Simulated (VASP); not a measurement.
# Ti12Si in VASP: single point with PBE+D3(BJ)

Aim: the single point of Ti12Si with PBE+D3(BJ).

Everything below comes from runs of VASP 6.6.1. Logs are shortened: lines on timing, memory, paths and dates and some standing lists are left out, and cuts for length are marked.

### Step 1. The cell of the first run

The cell holds a slab with vacuum, 13 atoms: a = 5.710 Å, b = 5.710 Å, c = 21.593 Å, α = 90.00°, β = 90.00°, γ = 120.00°.

### Step 2. Single point, PBE+D3(BJ)

Input file INCAR:

```
SYSTEM = Ti12Si
PREC = Accurate
ENCUT = 520
EDIFF = 1E-6
ISMEAR = 0
SIGMA = 0.1
LREAL = .False.
LASPH = .True.
NELM = 60
ALGO = Normal
ISIF = 2
LWAVE = .False.
LCHARG = .True.
LDIPOL = .True.
IDIPOL = 3
DIPOL = 0.5 0.5 0.307
GGA = PE
IVDW = 12
LELF = .True.
LVHAR = .True.
LVACPOTAV = .True.
NBANDS = 86
```

Input file KPOINTS:

```
Automatic mesh
0
Gamma
  6 6 1
  0 0 0
```

Input file POSCAR:

```
Ti12Si
1.0
    5.7099611434      0.0000000000      0.0000000000
   -2.8549805717      4.9449714048      0.0000000000
    0.0000000000      0.0000000000     21.5932633302
Ti Si
12 1
Direct
    0.3333333333      0.1666666667      0.1852429593
    0.3333333333      0.6666666667      0.1852429593
    0.8333333333      0.1666666667      0.1852429593
    0.8333333333      0.6666666667      0.1852429593
    0.1666666667      0.3333333333      0.2894365806
    0.1666666667      0.8333333333      0.2894365806
    0.6666666667      0.3333333333      0.2894365806
    0.6666666667      0.8333333333      0.2894365806
    0.0000000000      0.0000000000      0.3933293083
    0.0000000000      0.5000000000      0.3933293083
    0.5000000000      0.0000000000      0.3933293083
    0.5000000000      0.5000000000      0.3933293083
    0.1666666667      0.0833333333      0.5229993798
```

Potentials or basis: VASP PAW PBE potentials, release 64 (Ti_sv, Si).

Run with:

```bash
cat potpaw_PBE.64/Ti_sv/POTCAR potpaw_PBE.64/Si/POTCAR > POTCAR
mpirun -np 1 vasp_std > vasp.out
```

OUTCAR:

```text
SYSTEM = Ti12Si
   PREC = Accurate
   ENCUT = 520
   EDIFF = 1E-6
   ISMEAR = 0
   LREAL = .False.
   LASPH = .True.
   NELM = 60
   ISIF = 2
   GGA = PE
   IVDW = 12
 IVDW          = 12

 ion  position               nearest neighbor table
   1  0.333  0.167  0.185-   5 2.79   6 2.79   7 2.79   4 2.85   2 2.85   2 2.85   4 2.85   3 2.85
                             3 2.85
   2  0.333  0.667  0.185-   6 2.79   5 2.79   8 2.79   3 2.85   1 2.85   1 2.85   3 2.85   4 2.85
                             4 2.85
   3  0.833  0.167  0.185-   7 2.79   8 2.79   5 2.79   4 2.85   2 2.85   4 2.85   2 2.85   1 2.85
                             1 2.85
   4  0.833  0.667  0.185-   8 2.79   7 2.79   6 2.79   3 2.85   1 2.85   3 2.85   1 2.85   2 2.85
                             2 2.85
   5  0.167  0.333  0.289-   9 2.78  12 2.78  10 2.78   1 2.79   2 2.79   3 2.79   8 2.85   6 2.85
                             6 2.85   8 2.85   7 2.85   7 2.85
   6  0.167  0.833  0.289-  10 2.78  11 2.78   9 2.78   2 2.79   1 2.79   4 2.79   7 2.85   5 2.85
                             5 2.85   7 2.85   8 2.85   8 2.85
   7  0.667  0.333  0.289-  11 2.78  10 2.78  12 2.78   3 2.79   4 2.79   1 2.79   8 2.85   6 2.85
                             8 2.85   6 2.85   5 2.85   5 2.85
   8  0.667  0.833  0.289-  12 2.78   9 2.78  11 2.78   4 2.79   3 2.79   2 2.79   7 2.85   5 2.85
                             7 2.85   5 2.85   6 2.85   6 2.85
   9  0.000  0.000  0.393-   5 2.78   8 2.78   6 2.78  10 2.85  12 2.85  10 2.85  12 2.85  11 2.85
                            11 2.85  13 2.92
  10  0.000  0.500  0.393-   6 2.78   7 2.78   5 2.78   9 2.85  11 2.85   9 2.85  11 2.85  12 2.85
                            12 2.85
  11  0.500  0.000  0.393-   7 2.78   6 2.78   8 2.78  10 2.85  12 2.85  12 2.85  10 2.85   9 2.85
                             9 2.85
  12  0.500  0.500  0.393-   8 2.78   5 2.78   7 2.78   9 2.85  11 2.85  11 2.85   9 2.85  10 2.85
                            10 2.85
  13  0.167  0.083  0.523-   9 2.92

  LATTYP: Found a hexagonal cell.
 ALAT       =     5.7099611434
 C/A-ratio  =     3.7816830602

  Lattice vectors:

 A1 = (   5.7099611434,   0.0000000000,   0.0000000000)
 A2 = (  -2.8549805717,   4.9449714048,   0.0000000000)
 A3 = (   0.0000000000,   0.0000000000,  21.5932633302)

Analysis of symmetry for initial positions (statically):
=====================================================================
 Subroutine PRICEL returns:
 Original cell was already a primitive cell.

 Routine SETGRP: Setting up the symmetry group for a
 hexagonal supercell.

 Subroutine GETGRP returns: Found  2 space group operations
 (whereof  2 operations were pure point group operations)
 out of a pool of 24 trial point group operations.

The static configuration has the point symmetry C_1h.

Analysis of symmetry for dynamics (positions and initial velocities):
=====================================================================
 Subroutine PRICEL returns:
 Original cell was already a primitive cell.

 Routine SETGRP: Setting up the symmetry group for a
 hexagonal supercell.

 Subroutine GETGRP returns: Found  2 space group operations
 (whereof  2 operations were pure point group operations)
 out of a pool of 24 trial point group operations.

The dynamic configuration has the point symmetry C_1h.

 Subroutine INISYM returns: Found  2 space group operations
 (whereof  2 operations are pure point group operations),
 and found     1 'primitive' translations

----------------------------------------------------------------------------------------

                                     Primitive cell

  volume of cell :     609.6986

  direct lattice vectors                    reciprocal lattice vectors
     5.709961143  0.000000000  0.000000000     0.175132540  0.101112819  0.000000000
    -2.854980572  4.944971405  0.000000000     0.000000000  0.202225639  0.000000000
     0.000000000  0.000000000 21.593263330     0.000000000  0.000000000  0.046310740

  length of vectors
     5.709961143  5.709961143 21.593263330     0.202225639  0.202225639  0.046310740

  position of ions in fractional coordinates (direct lattice)
     0.333333333  0.166666667  0.185242959
     0.333333333  0.666666667  0.185242959
     0.833333333  0.166666667  0.185242959
     0.833333333  0.666666667  0.185242959
     0.166666667  0.333333333  0.289436581
     0.166666667  0.833333333  0.289436581
     0.666666667  0.333333333  0.289436581
[... 37 lines left out ...]

  Length of vectors
     0.033704273  0.033704273  0.046310740

  Shift w.r.t. Gamma in fractional coordinates (k-lattice)
     0.000000000  0.000000000  0.000000000

 Subroutine IBZKPT returns following result:
 ===========================================

 Found     13 irreducible k-points:

 Following reciprocal coordinates:
            Coordinates               Weight
  0.000000  0.000000  0.000000      1.000000
  0.166667 -0.000000  0.000000      2.000000
  0.000000  0.166667  0.000000      4.000000
  0.333333  0.000000  0.000000      2.000000
  0.000000  0.333333  0.000000      4.000000
  0.500000  0.000000  0.000000      1.000000
  0.000000  0.500000  0.000000      2.000000
  0.166667  0.166667  0.000000      4.000000
 -0.166667  0.333333  0.000000      2.000000
  0.333333  0.166667  0.000000      4.000000
 -0.166667  0.500000  0.000000      4.000000
  0.500000  0.333333  0.000000      4.000000
  0.333333  0.333333  0.000000      2.000000
   k-points           NKPTS =     13   k-points in BZ     NKDIM =     13   number of bands    NBANDS=     86
   number of dos      NEDOS =    301   number of ions     NIONS =     13
   total plane-waves  NPLWV = 285768
   dimension x,y,z NGX =    42 NGY =   42 NGZ =  162
   dimension x,y,z NGXF=    84 NGYF=   84 NGZF=  324
   ions per type =              12   1
   NGX,Y,Z   is equivalent  to a cutoff of  12.23, 12.23, 12.47 a.u.
   NGXF,Y,Z  is equivalent  to a cutoff of  24.46, 24.46, 24.94 a.u.
 SYSTEM =  Ti12Si
   PREC   = accura    normal or accurate (medium, high low for compatibility)
   ISTART =      0    job   : 0-new  1-cont  2-samecut
   ICHARG =      2    charge: 1-file 2-atom 10-const
   ISPIN  =      1    spin polarized calculation?
   LNONCOLLINEAR =      F non collinear calculations
   LSORBIT =      F    spin-orbit coupling
   LASPH  =      T    aspherical Exc in radial PAW
   ENCUT  =  520.0 eV  38.22 Ry    6.18 a.u.  10.62 10.62 40.15*2*pi/ulx,y,z
   NELM   =     60;   NELMIN=  2; NELMDL= -5     # of ELM steps
   EDIFF  = 0.1E-05   stopping-criterion for ELM
   LREAL  =      F    real-space projection
[... 7 lines left out ...]
   TEBEG  =    0.0;   TEEND  =   0.0 temperature during run
   PSTRESS=    0.0 pullay stress
   NELECT =     148.0000    total number of electrons
   NUPDOWN=      -1.0000    fix difference up-down
   EMIN   =  10.00;   EMAX   =-10.00  energy-range for DOS
   EFERMI =   0.00;   METHOD = LEGACY
   ISMEAR =     0;   SIGMA  =   0.10  broadening in eV -4-tet -1-fermi 0-gaus
   EFERMI_NEDOS =   21; number of points for ismear=-14 and -15
   IALGO  =     38    algorithm
   IMIX   =      4    mixing-type and parameters
     AMIX     =   0.40;   BMIX     =  1.00
     AMIX_MAG =   1.60;   BMIX_MAG =  1.00
  volume/ion in A,a.u.               =      46.90       316.50
  Fermi-wavevector in a.u.,A,eV,Ry     =   1.021230  1.929845 14.189668  1.042911
  Thomas-Fermi vector in A             =   2.154843
   LORBIT       =      0    0 simple, 1 ext, 2 COOP (PROOUT), +10 PAW based schemes
   GGA     = PE    functional components
   LHFCALC =     F    Hartree Fock is set to
   AEXX    =    0.0000 exact exchange contribution
   IVDW    =    12    specifies the selected vdW correction
   LEPSILON=     F    determine dielectric tensor
   LRPA    =     F    only Hartree local field effects (RPA)
 non-spin polarized calculation
 Gauss-broadening in eV      SIGMA  =   0.10
  energy-cutoff  :      520.00
  volume of cell :      609.70
 maximum number of plane-waves:     16485
   NGX = 21   NGY = 21   NGZ = 81

 dipolmoment           0.000000      0.000000     -0.007630 electrons x Angstroem

 number of electron     147.9999946 magnetization

 dipolmoment           0.000000      0.000000      0.020099 electrons x Angstroem

 Free energy of the ion-electron system (eV)
  ---------------------------------------------------
  ext. energy  EPLUGINS =         0.00000000
  ---------------------------------------------------
  free energy    TOTEN  =       -90.71149094 eV

  energy without entropy =      -90.59029426  energy(sigma->0) =      -90.65089260

 E-fermi :   0.1893     XC(G=0):  -5.2308

 val. band max:        0.1876008209   @ k =   0.3333   0.1667   0.0000
 cond. band min:       0.1954941386   @ k =   0.5000   0.3333   0.0000
 fundamental gap:      0.0078933177
 Fermi energy:         0.1893140281

 k-point     1 :       0.0000    0.0000    0.0000
  band No.  band energies     occupation
      1     -56.6428      2.00000
      2     -56.5822      2.00000
      3     -56.5558      2.00000
      4     -56.5460      2.00000
      5     -56.4780      2.00000
      6     -56.4745      2.00000
[... 1146 lines left out ...]
     85       0.9215      0.00000
     86       1.0884      0.00000

------------------------ aborting loop because EDIFF is reached ----------------------------------------

 Edisp (eV)   -5.57058

 E8    (eV) :    -2.7381

  FORCE on cell =-STRESS in cart. coord.  units (eV):
  Direction    XX          YY          ZZ          XY          YZ          ZX
  --------------------------------------------------------------------------------------
  -------------------------------------------------------------------------------------
  Total      -3.26200    -3.12086    -6.10148    -0.12223    -0.13637    -0.23621
  in kB      -8.57196    -8.20105   -16.03357    -0.32121    -0.35837    -0.62071
  external pressure =      -10.94 kB  Pullay stress =        0.00 kB

 VOLUME and BASIS-vectors are now :
 -----------------------------------------------------------------------------
  energy-cutoff  :      520.00
  volume of cell :      609.70
      direct lattice vectors                 reciprocal lattice vectors
     5.709961143  0.000000000  0.000000000     0.175132540  0.101112819  0.000000000
    -2.854980572  4.944971405  0.000000000     0.000000000  0.202225639  0.000000000
     0.000000000  0.000000000 21.593263330     0.000000000  0.000000000  0.046310740

 POSITION                                       TOTAL-FORCE (eV/Angst)
 -----------------------------------------------------------------------------------
      1.42749      0.82416      4.00000        -0.009269     -0.005352      0.049050
     -0.00000      3.29665      4.00000        -0.016157     -0.009328      0.078644
      4.28247      0.82416      4.00000         0.007560     -0.000534      0.066988
      2.85498      3.29665      4.00000         0.003317      0.006814      0.066988
      0.00000      1.64832      6.24988        -0.038945      0.115125     -0.252627
     -1.42749      4.12081      6.24988         0.080228     -0.091290     -0.252627
      2.85498      1.64832      6.24988         0.035879      0.020714     -0.187176
      1.42749      4.12081      6.24988        -0.064228     -0.037082     -0.243387
      0.00000      0.00000      8.49326         0.417546      0.241070      0.845913
     -1.42749      2.47249      8.49326         0.197065      0.113775      0.754597
      2.85498      0.00000      8.49326        -0.361735      0.031012      0.770607
      1.42749      2.47249      8.49326        -0.154010     -0.328777      0.770607
      0.71375      0.41208     11.29326        -0.097251     -0.056148     -2.467577
 -----------------------------------------------------------------------------------
    total drift:                                0.000026      0.000015     -0.000378

  FREE ENERGIE OF THE ION-ELECTRON SYSTEM (eV)
  ---------------------------------------------------
  free  energy   TOTEN  =       -96.2820683650 eV

  energy  without entropy=      -96.1608716810  energy(sigma->0) =      -96.22147002

 vacuum level on the upper side and lower side of the slab         4.976         4.847
```

It took 87 min on 1 thread of Intel Xeon 8259CL, shared host; peak memory 0.88 GiB.

What came out:

```
Free energy                : -96.2821 eV
Largest force              : 2.470 eV/Å
Band gap on the k mesh     : zero (bands 74 and 75 overlap by 0.70 eV)
Dispersion energy per atom : -0.429 eV
```

Forces on the atoms (eV/Å):
```
Ti  -0.009 -0.005  0.049
Ti  -0.016 -0.009  0.079
Ti   0.008 -0.001  0.067
Ti   0.003  0.007  0.067
Ti  -0.039  0.115 -0.253
Ti   0.080 -0.091 -0.253
Ti   0.036  0.021 -0.187
Ti  -0.064 -0.037 -0.243
Ti   0.418  0.241  0.846
Ti   0.197  0.114  0.755
Ti  -0.362  0.031  0.771
Ti  -0.154 -0.329  0.771
Si  -0.097 -0.056 -2.468
```

Levels at points of the mesh, in eV from the Fermi level:
```
           k point  band 69  band 70  band 71  band 72  band 73  band 74  band 75  band 76  band 77  band 78
(0.00, 0.00, 0.00)    -0.10     0.07     0.10     0.33     0.40     0.50     0.55     0.71     0.72     0.74
(0.50, 0.00, 0.00)    -0.52    -0.48    -0.46    -0.37    -0.31    -0.29    -0.18    -0.03    -0.03     0.02
(0.00, 0.50, 0.00)    -0.52    -0.48    -0.46    -0.35    -0.34    -0.26    -0.18    -0.03    -0.01    -0.01
```
